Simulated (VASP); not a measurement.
# Zr2PbO (P-3m1) in VASP: further runs

The runs below take Zr2PbO through single point, relaxation of cell and atoms, with PBE.

Everything below comes from runs of VASP 6.6.1. Logs are shortened: lines on timing, memory, paths and dates and some standing lists are left out, and cuts for length are marked.

### Step 1. The cell of the first run

It takes space group P-3m1 (No. 164, trigonal). Conventional cell: a = 4.590 Å, b = 4.590 Å, c = 4.001 Å, α = 90.00°, β = 90.00°, γ = 120.00°. Within 3.5 Å of Zr (site symmetry 3m) lie 3 Pb at 2.66 Å and 3 Zr at 2.68 Å and 6 O at 3.21 to 3.43 Å. Within 2.7 Å of Pb (site symmetry -3m) lie 2 O at 2.00 Å and 6 Zr at 2.66 Å. O (site symmetry -3m) has 2 Pb at 2.00 Å within 2.7 Å.

### Step 2. Single point, PBE

Contents of INCAR:

```
SYSTEM = Zr2PbO
PREC = Accurate
ENCUT = 520
EDIFF = 1E-6
ISMEAR = 0
SIGMA = 0.1
LREAL = .False.
LASPH = .True.
NELM = 100
ALGO = Normal
ISIF = 2
LWAVE = .False.
LCHARG = .False.
GGA = PE
NBANDS = 30
```

Contents of KPOINTS:

```
Automatic mesh
0
Gamma
  6 6 4
  0 0 0
```

Contents of POSCAR:

```
Zr2PbO
1.0
    4.5897955400      0.0000000000      0.0000000000
   -2.2948977700      3.9748795400      0.0000000000
    0.0000000000      0.0000000000      4.0011919400
Zr Pb O
2 1 1
Direct
    0.3333333300      0.6666666700      0.4540204600
    0.6666666700      0.3333333300      0.5459795400
    0.0000000000      0.0000000000      0.5000000000
    0.0000000000      0.0000000000      0.0000000000
```

Potentials or basis: VASP PAW PBE potentials, release 64 (Zr_sv, Pb_d, O).

The run is started by

```bash
> cat potpaw_PBE.64/Zr_sv/POTCAR potpaw_PBE.64/Pb_d/POTCAR potpaw_PBE.64/O/POTCAR > POTCAR
> mpirun -np 1 vasp_std > vasp.out
```

OUTCAR:

```text
SYSTEM = Zr2PbO
   PREC = Accurate
   ENCUT = 520
   EDIFF = 1E-6
   ISMEAR = 0
   LREAL = .False.
   LASPH = .True.
   NELM = 100
   ISIF = 2
   GGA = PE

 ion  position               nearest neighbor table
   1  0.333  0.667  0.454-   3 2.66   3 2.66   3 2.66   2 2.68   2 2.68   2 2.68
   2  0.667  0.333  0.546-   3 2.66   3 2.66   3 2.66   1 2.68   1 2.68   1 2.68
   3  0.000  0.000  0.500-   4 2.00   4 2.00   1 2.66   2 2.66   2 2.66   1 2.66   2 2.66   1 2.66

   4  0.000  0.000  0.000-   3 2.00   3 2.00

  LATTYP: Found a hexagonal cell.
 ALAT       =     4.5897955400
 C/A-ratio  =     0.8717582091

  Lattice vectors:

 A1 = (   4.5897955400,   0.0000000000,   0.0000000000)
 A2 = (  -2.2948977700,   3.9748795400,   0.0000000000)
 A3 = (   0.0000000000,   0.0000000000,   4.0011919400)

Analysis of symmetry for initial positions (statically):
=====================================================================
 Subroutine PRICEL returns:
 Original cell was already a primitive cell.

 Routine SETGRP: Setting up the symmetry group for a
 hexagonal supercell.

 Subroutine GETGRP returns: Found 12 space group operations
 (whereof 12 operations were pure point group operations)
 out of a pool of 24 trial point group operations.

The static configuration has the point symmetry D_3d.

Analysis of symmetry for dynamics (positions and initial velocities):
=====================================================================
 Subroutine PRICEL returns:
 Original cell was already a primitive cell.

 Routine SETGRP: Setting up the symmetry group for a
 hexagonal supercell.

 Subroutine GETGRP returns: Found 12 space group operations
 (whereof 12 operations were pure point group operations)
 out of a pool of 24 trial point group operations.

The dynamic configuration has the point symmetry D_3d.

 Subroutine INISYM returns: Found 12 space group operations
 (whereof 12 operations are pure point group operations),
 and found     1 'primitive' translations

----------------------------------------------------------------------------------------

                                     Primitive cell

  volume of cell :      72.9973

  direct lattice vectors                    reciprocal lattice vectors
     4.589795540  0.000000000  0.000000000     0.217874629  0.125789976  0.000000000
    -2.294897770  3.974879540  0.000000000     0.000000000  0.251579951  0.000000000
[... 88 lines left out ...]
   EDIFF  = 0.1E-05   stopping-criterion for ELM
   LREAL  =      F    real-space projection
   EDIFFG = 0.1E-04   stopping-criterion for IOM
   NSW    =      0    number of steps for IOM
   IBRION =     -1    ionic relax: 0-MD 1-quasi-New 2-CG
   NFREE  =      0    steps in history (QN), initial steepest desc. (CG)
   ISIF   =      2    stress and relaxation
   ISYM   =      2    0-nonsym 1-usesym 2-fastsym
   POTIM  = 0.5000    time-step for ionic-motion
   TEBEG  =    0.0;   TEEND  =   0.0 temperature during run
   PSTRESS=    0.0 pullay stress
   NELECT =      44.0000    total number of electrons
   NUPDOWN=      -1.0000    fix difference up-down
   EMIN   =  10.00;   EMAX   =-10.00  energy-range for DOS
   EFERMI =   0.00;   METHOD = LEGACY
   ISMEAR =     0;   SIGMA  =   0.10  broadening in eV -4-tet -1-fermi 0-gaus
   EFERMI_NEDOS =   21; number of points for ismear=-14 and -15
   IALGO  =     38    algorithm
   IMIX   =      4    mixing-type and parameters
     AMIX     =   0.40;   BMIX     =  1.00
     AMIX_MAG =   1.60;   BMIX_MAG =  1.00
  volume/ion in A,a.u.               =      18.25       123.15
  Fermi-wavevector in a.u.,A,eV,Ry     =   1.382898  2.613298 26.019876  1.912407
  Thomas-Fermi vector in A             =   2.507546
   LORBIT       =      0    0 simple, 1 ext, 2 COOP (PROOUT), +10 PAW based schemes
   GGA     = PE    functional components
   LHFCALC =     F    Hartree Fock is set to
   AEXX    =    0.0000 exact exchange contribution
   IVDW    =     0    specifies the selected vdW correction
   LEPSILON=     F    determine dielectric tensor
   LRPA    =     F    only Hartree local field effects (RPA)
 non-spin polarized calculation
 Gauss-broadening in eV      SIGMA  =   0.10
  energy-cutoff  :      520.00
  volume of cell :       73.00
 maximum number of plane-waves:      1983
 NGX is ok and might be reduce to    36
   NGX = 17   NGY = 17   NGZ = 15

 number of electron      44.0000004 magnetization

 Free energy of the ion-electron system (eV)
  ---------------------------------------------------
  ext. energy  EPLUGINS =         0.00000000
  ---------------------------------------------------
  free energy    TOTEN  =       -18.13560523 eV

  energy without entropy =      -18.09718747  energy(sigma->0) =      -18.11639635

 E-fermi :   9.4498     XC(G=0): -11.2130

 val. band max:        9.4333012942   @ k =   0.5000  -0.0000   0.2500
 cond. band min:       9.4646336114   @ k =   0.3333   0.1667   0.5000
 fundamental gap:      0.0313323172
 Fermi energy:         9.4497708254

 k-point     1 :       0.0000    0.0000    0.0000
  band No.  band energies     occupation
      1     -39.3302      2.00000
      2     -38.7997      2.00000
      3     -18.2261      2.00000
      4     -18.2261      2.00000
      5     -17.3183      2.00000
      6     -16.9437      2.00000
[... 781 lines left out ...]
     29      13.9108      0.00000
     30      14.3046      0.00000

------------------------ aborting loop because EDIFF is reached ----------------------------------------

  FORCE on cell =-STRESS in cart. coord.  units (eV):
  Direction    XX          YY          ZZ          XY          YZ          ZX
  --------------------------------------------------------------------------------------
  -------------------------------------------------------------------------------------
  Total       26.5574239     26.5574240     17.4133589      0.0000000     -0.0000000     -0.0000000
  in kB      582.8943310    582.8943323    382.1962626      0.0000000     -0.0000000     -0.0000000
  external PRESSURE =     515.9949753 kB  Pullay stress =       0.0000000 kB

 VOLUME and BASIS-vectors are now :
 -----------------------------------------------------------------------------
  energy-cutoff  :      520.00
  volume of cell :       73.00
      direct lattice vectors                 reciprocal lattice vectors
     4.589795540  0.000000000  0.000000000     0.217874629  0.125789976  0.000000000
    -2.294897770  3.974879540  0.000000000     0.000000000  0.251579951  0.000000000
     0.000000000  0.000000000  4.001191940     0.000000000  0.000000000  0.249925526

 POSITION                                       TOTAL-FORCE (eV/Angst)
 -----------------------------------------------------------------------------------
     -0.00000      2.64992      1.81662        -0.000000      0.000000     -1.180354
      2.29490      1.32496      2.18457         0.000000     -0.000000      1.180354
      0.00000      0.00000      2.00060        -0.000000      0.000000      0.000000
      0.00000      0.00000      0.00000        -0.000000      0.000000      0.000000
 -----------------------------------------------------------------------------------
    total drift:                                0.000000      0.000000     -0.000000

  FREE ENERGIE OF THE ION-ELECTRON SYSTEM (eV)
  ---------------------------------------------------
  free  energy   TOTEN  =       -18.1356052340 eV

  energy  without entropy=      -18.0971874696  energy(sigma->0) =      -18.11639635
```

OSZICAR:

```text
N       E                     dE             d eps       ncg     rms          rms(c)
DAV:   1     0.541200791399E+03    0.54120E+03   -0.22438E+04  1440   0.167E+03
DAV:   2     0.348862381899E+02   -0.50631E+03   -0.48584E+03  1554   0.486E+02
DAV:   3    -0.163536325028E+02   -0.51240E+02   -0.48831E+02  2160   0.150E+02
DAV:   4    -0.206305352883E+02   -0.42769E+01   -0.41663E+01  2218   0.328E+01
DAV:   5    -0.208196356143E+02   -0.18910E+00   -0.18900E+00  2032   0.597E+00    0.233E+01
DAV:   6    -0.200218595395E+02    0.79778E+00   -0.30974E+01  2026   0.270E+01    0.160E+01
DAV:   7    -0.183929380186E+02    0.16289E+01   -0.16332E+01  1972   0.164E+01    0.901E+00
DAV:   8    -0.181325474189E+02    0.26039E+00   -0.16733E+00  1830   0.769E+00    0.141E+00
DAV:   9    -0.181361406220E+02   -0.35932E-02   -0.11122E-01  1994   0.197E+00    0.495E-01
DAV:  10    -0.181358380065E+02    0.30262E-03   -0.14438E-02  1860   0.702E-01    0.201E-01
DAV:  11    -0.181357695925E+02    0.68414E-04   -0.45974E-03  1980   0.368E-01    0.110E-01
DAV:  12    -0.181356216758E+02    0.14792E-03   -0.13618E-03  2192   0.170E-01    0.306E-02
DAV:  13    -0.181356056928E+02    0.15983E-04   -0.67002E-05  1748   0.464E-02    0.966E-03
DAV:  14    -0.181356053871E+02    0.30573E-06   -0.10623E-05  1702   0.169E-02    0.295E-03
DAV:  15    -0.181356052340E+02    0.15306E-06   -0.69156E-07   974   0.560E-03
   1 F= -.18135605E+02 E0= -.18116396E+02  d E =-.384178E-01
```

It took 22 s on 1 thread of Intel Xeon 6975P-C (Granite Rapids), shared host; peak memory 0.21 GiB.

Results:

```
Free energy            : -18.1356 eV
Pressure               : 51.6 GPa
Largest force          : 1.180 eV/Å
Band gap on the k mesh : zero (band 22 reaches 10.07 eV, above the bottom of band 23 at 9.15 eV)
```

Forces on the atoms (eV/Å):
```
Zr   0.000  0.000 -1.180
Zr   0.000  0.000  1.180
Pb   0.000  0.000  0.000
O    0.000  0.000  0.000
```

Caveat: the k points lie up to 0.39 Å⁻¹ apart; spin-orbit coupling is left out, which moves the levels of the heavy elements; forces of over 1 eV/Å act on the atoms, so gaps and moduli don't describe the material at rest.

### Step 3. Single point, PBE

This run uses another cell than the first one, of 18.75 Å³/atom, 1.028 times its volume.

Contents of INCAR:

```
ALGO     = Normal         # electronic algorithm
EDIFF    = 1E-6           # SCF threshold, eV
ENCUT    = 520            # plane-wave cutoff, eV
GGA      = PE             # functional
ISIF     = 2              # what is computed and relaxed
ISMEAR   = 0              # smearing method
LASPH    = T              # aspherical terms in the spheres
LCHARG   = F              # write CHGCAR
LREAL    = F              # projectors in reciprocal space
LWAVE    = F              # write WAVECAR
NBANDS   = 30             # bands
NELM     = 100            # most SCF steps
PREC     = Accurate       # precision mode
SIGMA    = 0.1            # smearing width, eV
```

Contents of KPOINTS:

```
k-points
0
Gamma
  6 6 4
```

Contents of POSCAR:

```
Zr2PbO
1.0
    3.4891712707      0.0000000000      0.0000000000
   -1.7445856353      3.0217109585      0.0000000000
    0.0000000000      0.0000000000      7.1147767146
Zr Pb O
2 1 1
Direct
    0.3333333333      0.6666666667      0.1568838407
    0.6666666667      0.3333333333      0.8431161593
    0.0000000000      0.0000000000      0.5000000000
    0.0000000000      0.0000000000      0.0000000000
```

Potentials or basis: VASP PAW PBE potentials, release 64 (Zr_sv, Pb_d, O).

The run is started by

```bash
> cat potpaw_PBE.64/Zr_sv/POTCAR potpaw_PBE.64/Pb_d/POTCAR potpaw_PBE.64/O/POTCAR > POTCAR
> mpirun -np 1 vasp_std > vasp.out
```

Wall time 25 s (1 thread of Intel Xeon 6975P-C (Granite Rapids), shared host); peak memory 0.22 GiB.

The run converged. Its results:

```
Free energy            : -30.1431 eV
Pressure               : 0.1 GPa
Largest force          : 0.054 eV/Å
Band gap on the k mesh : zero (band 22 reaches 10.33 eV, above the bottom of band 23 at 8.62 eV)
```

Forces in eV/Å, atoms in the order of the input:
```
Zr   0.000  0.000  0.054
Zr   0.000  0.000 -0.054
Pb   0.000  0.000  0.000
O    0.000  0.000  0.000
```

Stress tensor (GPa, compression positive):
```
0.05 0.00 0.00
0.00 0.05 0.00
0.00 0.00 0.32
```

Levels at points of the mesh, in eV from the Fermi level:
| k point | band 20 | band 21 | band 22 | band 23 | band 24 | band 25 |
| --- | --- | --- | --- | --- | --- | --- |
| (0.00, 0.00, 0.00) | -0.81 | -0.46 | -0.46 | 0.06 | 1.25 | 1.73 |
| (0.50, 0.00, 0.00) | -2.29 | -1.63 | 0.10 | 0.53 | 0.76 | 2.40 |
| (0.00, 0.00, 0.50) | -0.63 | -0.63 | 0.02 | 0.71 | 1.73 | 1.73 |
| (0.50, 0.00, 0.50) | -2.70 | -1.57 | -0.23 | 1.11 | 1.26 | 1.68 |

Caveat: spin-orbit coupling is left out, which moves the levels of the heavy elements.

[end of part 1 of 2]
